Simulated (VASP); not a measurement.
# Al (Im-3m) in VASP: notebook

The runs below take Al through single point, relaxation of cell and atoms, with BLYP+D4, PBE, RPBE+D4, revPBE+D3(BJ).

Everything below comes from runs of VASP 6.6.1. Logs are shortened: lines on timing, memory, paths and dates and some standing lists are left out, and cuts for length are marked.

## 1. The cell of the first run

It takes space group Im-3m (No. 229, cubic). Conventional cell: a = 3.198 Å, b = 3.198 Å, c = 3.198 Å, α = 90.00°, β = 90.00°, γ = 90.00°. Within 3.7 Å of Al (site symmetry m-3m) lie 14 Al at 2.77 to 3.20 Å.

## 2. Single point, BLYP+D4

The input, INCAR:

```
SYSTEM = Al
PREC = Accurate
ENCUT = 520
EDIFF = 1E-7
ISMEAR = -1
SIGMA = 0.05
LREAL = .False.
LASPH = .True.
NELM = 100
ALGO = Fast
ISIF = 2
LWAVE = .False.
LCHARG = .True.
GGA = B5
ALDAX = 1.0
AGGAX = 1.0
AGGAC = 1.0
ALDAC = 0.0
IVDW = 13
VDW_S6 = 1.0
VDW_S8 = 2.34076671
VDW_A1 = 0.44488865
VDW_A2 = 4.0933009
LELF = .True.
LVHAR = .True.
NBANDS = 8
```

The input, KPOINTS:

```
regular mesh
0
Gamma
  12 12 12
  0 0 0
```

The input, POSCAR:

```
Al
1.0
   -1.5990483581      1.5990483581      1.5990483581
    1.5990483581     -1.5990483581      1.5990483581
    1.5990483581      1.5990483581     -1.5990483581
Al
1
Direct
    0.0000000000      0.0000000000      0.0000000000
```

Potentials or basis: VASP PAW PBE potentials, release 64 (Al).

The run is started by

```console
cat potpaw_PBE.64/Al/POTCAR > POTCAR
mpirun -np 1 vasp_std > vasp.out
```

OUTCAR:

```text
SYSTEM = Al
   PREC = Accurate
   ENCUT = 520
   EDIFF = 1E-7
   ISMEAR = -1
   LREAL = .False.
   LASPH = .True.
   NELM = 100
   ISIF = 2
   GGA = B5
   IVDW = 13

 ion  position               nearest neighbor table
   1  0.000  0.000  0.000-

  LATTYP: Found a body centered cubic cell.
 ALAT       =     3.1980967162

  Lattice vectors:

 A1 = (  -1.5990483581,   1.5990483581,   1.5990483581)
 A2 = (   1.5990483581,  -1.5990483581,   1.5990483581)
 A3 = (   1.5990483581,   1.5990483581,  -1.5990483581)

Analysis of symmetry for initial positions (statically):
=====================================================================
 Subroutine PRICEL returns:
 Original cell was already a primitive cell.

 Routine SETGRP: Setting up the symmetry group for a
 body centered cubic supercell.

 Subroutine GETGRP returns: Found 48 space group operations
 (whereof 48 operations were pure point group operations)
 out of a pool of 48 trial point group operations.

The static configuration has the point symmetry O_h .

Analysis of symmetry for dynamics (positions and initial velocities):
=====================================================================
 Subroutine PRICEL returns:
 Original cell was already a primitive cell.

 Routine SETGRP: Setting up the symmetry group for a
 body centered cubic supercell.

 Subroutine GETGRP returns: Found 48 space group operations
 (whereof 48 operations were pure point group operations)
 out of a pool of 48 trial point group operations.

The dynamic configuration has the point symmetry O_h .

 Subroutine INISYM returns: Found 48 space group operations
 (whereof 48 operations are pure point group operations),
 and found     1 'primitive' translations

----------------------------------------------------------------------------------------

                                     Primitive cell

  volume of cell :      16.3548

  direct lattice vectors                    reciprocal lattice vectors
    -1.599048358  1.599048358  1.599048358     0.000000000  0.312685978  0.312685978
     1.599048358 -1.599048358  1.599048358     0.312685978  0.000000000  0.312685978
     1.599048358  1.599048358 -1.599048358     0.312685978  0.312685978  0.000000000

  length of vectors
     2.769633000  2.769633000  2.769633000     0.442204751  0.442204751  0.442204751

  position of ions in fractional coordinates (direct lattice)
     0.000000000  0.000000000  0.000000000

  ion indices of the primitive-cell ions
   primitive index   ion index
                 1           1

----------------------------------------------------------------------------------------

 KPOINTS: regular mesh

Automatic generation of k-mesh.
 Grid dimensions read from file:
 generate k-points for:   12   12   12

 Generating k-lattice:

  Cartesian coordinates                     Fractional coordinates (reciprocal lattice)
     0.000000000  0.026057165  0.026057165     0.083333333  0.000000000  0.000000000
     0.026057165  0.000000000  0.026057165     0.000000000  0.083333333  0.000000000
     0.026057165  0.026057165  0.000000000     0.000000000  0.000000000  0.083333333

  Length of vectors
     0.036850396  0.036850396  0.036850396

  Shift w.r.t. Gamma in fractional coordinates (k-lattice)
     0.000000000  0.000000000  0.000000000

 Subroutine IBZKPT returns following result:
 ===========================================

 Found     72 irreducible k-points:

 Following reciprocal coordinates:
            Coordinates               Weight
  0.000000  0.000000  0.000000      1.000000
  0.083333  0.000000  0.000000     12.000000
  0.166667  0.000000  0.000000     12.000000
  0.250000  0.000000  0.000000     12.000000
  0.333333  0.000000  0.000000     12.000000
  0.416667  0.000000  0.000000     12.000000
[... 16 lines left out ...]
  0.333333  0.083333  0.083333     24.000000
  0.416667  0.083333  0.083333     12.000000
 [... further k-points ...]
   k-points           NKPTS =     72   k-points in BZ     NKDIM =     72   number of bands    NBANDS=      8
   number of dos      NEDOS =    301   number of ions     NIONS =      1
   total plane-waves  NPLWV =  13824
   dimension x,y,z NGX =    24 NGY =   24 NGZ =   24
   dimension x,y,z NGXF=    48 NGYF=   48 NGZF=   48
   ions per type =               1
   NGX,Y,Z   is equivalent  to a cutoff of  14.41, 14.41, 14.41 a.u.
   NGXF,Y,Z  is equivalent  to a cutoff of  28.81, 28.81, 28.81 a.u.
 SYSTEM =  Al
   PREC   = accura    normal or accurate (medium, high low for compatibility)
   ISTART =      0    job   : 0-new  1-cont  2-samecut
   ICHARG =      2    charge: 1-file 2-atom 10-const
   ISPIN  =      1    spin polarized calculation?
   LNONCOLLINEAR =      F non collinear calculations
   LSORBIT =      F    spin-orbit coupling
   LASPH  =      T    aspherical Exc in radial PAW
   ENCUT  =  520.0 eV  38.22 Ry    6.18 a.u.   5.15  5.15  5.15*2*pi/ulx,y,z
   NELM   =    100;   NELMIN=  2; NELMDL= -5     # of ELM steps
   EDIFF  = 0.1E-06   stopping-criterion for ELM
   LREAL  =      F    real-space projection
   EDIFFG = 0.1E-05   stopping-criterion for IOM
   NSW    =      0    number of steps for IOM
   IBRION =     -1    ionic relax: 0-MD 1-quasi-New 2-CG
   NFREE  =      0    steps in history (QN), initial steepest desc. (CG)
   ISIF   =      2    stress and relaxation
   ISYM   =      2    0-nonsym 1-usesym 2-fastsym
   POTIM  = 0.5000    time-step for ionic-motion
   TEBEG  =    0.0;   TEEND  =   0.0 temperature during run
   PSTRESS=    0.0 pullay stress
   NELECT =       3.0000    total number of electrons
   NUPDOWN=      -1.0000    fix difference up-down
   EMIN   =  10.00;   EMAX   =-10.00  energy-range for DOS
   EFERMI =   0.00;   METHOD = LEGACY
   ISMEAR =    -1;   SIGMA  =   0.05  broadening in eV -4-tet -1-fermi 0-gaus
   EFERMI_NEDOS =   21; number of points for ismear=-14 and -15
   IALGO  =     68    algorithm
   IMIX   =      4    mixing-type and parameters
     AMIX     =   0.40;   BMIX     =  1.00
     AMIX_MAG =   1.60;   BMIX_MAG =  1.00
  volume/ion in A,a.u.               =      16.35       110.37
  Fermi-wavevector in a.u.,A,eV,Ry     =   0.930180  1.757785 11.772234  0.865235
  Thomas-Fermi vector in A             =   2.056541
   LORBIT       =      0    0 simple, 1 ext, 2 COOP (PROOUT), +10 PAW based schemes
   GGA     = B5    functional components
   LHFCALC =     F    Hartree Fock is set to
   AEXX    =    0.0000 exact exchange contribution
   IVDW    =    13    specifies the selected vdW correction
   LEPSILON=     F    determine dielectric tensor
   LRPA    =     F    only Hartree local field effects (RPA)
 non-spin polarized calculation
 RMM-DIIS sequential band-by-band and
  energy-cutoff  :      520.00
  volume of cell :       16.35
 maximum number of plane-waves:       466
 NGX is ok and might be reduce to    24
   NGX = 11   NGY = 11   NGZ = 11

 number of electron       3.0000000 magnetization

 Free energy of the ion-electron system (eV)
  ---------------------------------------------------
  ext. energy  EPLUGINS =         0.00000000
  ---------------------------------------------------
  free energy    TOTEN  =        -2.58370122 eV

  energy without entropy =       -2.57975718  energy(sigma->0) =       -2.58172920

 E-fermi :   8.5326     XC(G=0):  -9.7102

 val. band max:        8.5187539357   @ k =   0.3333   0.2500   0.0833
 cond. band min:       8.6057781826   @ k =  -0.4167   0.4167   0.2500
 fundamental gap:      0.0870242469
 Fermi energy:         8.5325825165

 k-point     1 :       0.0000    0.0000    0.0000
  band No.  band energies     occupation
      1      -2.6032      2.00000
      2      21.8005      0.00000
      3      21.8005      0.00000
      4      21.8005      0.00000
      5      23.0969      0.00000
      6      23.0969      0.00000
      7      23.0969      0.00000
      8      25.0728      0.00000

 k-point     2 :       0.0833    0.0000    0.0000
  band No.  band energies     occupation
      1      -2.4025      2.00000
      2      19.6186      0.00000
      3      20.5538      0.00000
      4      21.0809      0.00000
      5      22.4487      0.00000
      6      23.6539      0.00000
      7      24.1151      0.00000
      8      24.6771      0.00000

 k-point     3 :       0.1667    0.0000    0.0000
  band No.  band energies     occupation
      1      -1.8019      2.00000
      2      16.2335      0.00000
      3      19.1488      0.00000
      4      19.7635      0.00000
      5      21.2333      0.00000
      6      22.4753      0.00000
      7      25.1042      0.00000
      8      25.4387      0.00000

 k-point     4 :       0.2500    0.0000    0.0000
  band No.  band energies     occupation
      1      -0.8065      2.00000
      2      12.8719      0.00000
      3      18.0408      0.00000
      4      18.5514      0.00000
      5      20.1233      0.00000
      6      21.4690      0.00000
      7      26.1846      0.00000
      8      26.3005      0.00000

 k-point     5 :       0.3333    0.0000    0.0000
  band No.  band energies     occupation
      1       0.5756      2.00000
      2       9.7559      0.00000
      3      17.2499      0.00000
      4      17.6364      0.00000
      5      19.2926      0.00000
      6      20.6866      0.00000
      7      27.2339      0.00000
      8      27.7516      0.00000
[... 177 lines left out ...]
 k-point    22 :       0.2500    0.0833    0.0833
  band No.  band energies     occupation
      1       0.9680      2.00000
      2      10.1197      0.00000
      3      14.3094      0.00000
      4      14.7497      0.00000
      5      23.1842      0.00000
      6      23.6132      0.00000
      7      27.4845      0.00000
      8      27.8866      0.00000

 k-point    23 :       0.3333    0.0833    0.0833
  band No.  band energies     occupation
      1       2.7198      2.00000
      2       7.3246      2.00000
      3      13.7548      0.00000
      4      14.2349      0.00000
      5      22.7271      0.00000
      6      23.1974      0.00000
      7      28.7403      0.00000
      8      29.6049      0.00000

 k-point    24 :       0.4167    0.0833    0.0833
  band No.  band energies     occupation
      1       4.6549      2.00000
      2       5.0403      2.00000
      3      13.5694      0.00000
      4      14.0623      0.00000
      5      22.5683      0.00000
      6      23.0532      0.00000
      7      29.5283      0.00000
      8      30.7084      0.00000

 [... further k-points ...]

------------------------ aborting loop because EDIFF is reached ----------------------------------------

  DFT-D4 for vdW energy calculation

  Edisp (eV):   -0.65754

  FORCE on cell =-STRESS in cart. coord.  units (eV):
  Direction    XX          YY          ZZ          XY          YZ          ZX
  --------------------------------------------------------------------------------------
  -------------------------------------------------------------------------------------
  Total       0.01676     0.01676     0.01676     0.00000     0.00000     0.00000
  in kB       1.64221     1.64221     1.64221     0.00000     0.00000     0.00000
  external pressure =        1.64 kB  Pullay stress =        0.00 kB

 VOLUME and BASIS-vectors are now :
 -----------------------------------------------------------------------------
  energy-cutoff  :      520.00
  volume of cell :       16.35
      direct lattice vectors                 reciprocal lattice vectors
    -1.599048358  1.599048358  1.599048358     0.000000000  0.312685978  0.312685978
     1.599048358 -1.599048358  1.599048358     0.312685978  0.000000000  0.312685978
     1.599048358  1.599048358 -1.599048358     0.312685978  0.312685978  0.000000000

 POSITION                                       TOTAL-FORCE (eV/Angst)
 -----------------------------------------------------------------------------------
      0.00000      0.00000      0.00000         0.000000     -0.000000     -0.000000
 -----------------------------------------------------------------------------------
    total drift:                                0.000000      0.000000     -0.000000

  FREE ENERGIE OF THE ION-ELECTRON SYSTEM (eV)
  ---------------------------------------------------
  free  energy   TOTEN  =        -3.2412363247 eV

  energy  without entropy=       -3.2372922908  energy(sigma->0) =       -3.23926431
```

Wall time 20 s (1 thread of AMD EPYC 7R43 (Zen 3), shared host); peak memory 0.1 GiB.

Results:

```
Free energy                : -3.2412 eV
Pressure                   : 0.2 GPa
Dispersion energy per atom : -0.658 eV
```

Caveat: the PAW data sets were made with another functional, which shifts forces and pressure a little; pairwise dispersion overbinds metals, which lowers pressure and volume.

[end of part 1 of 2]
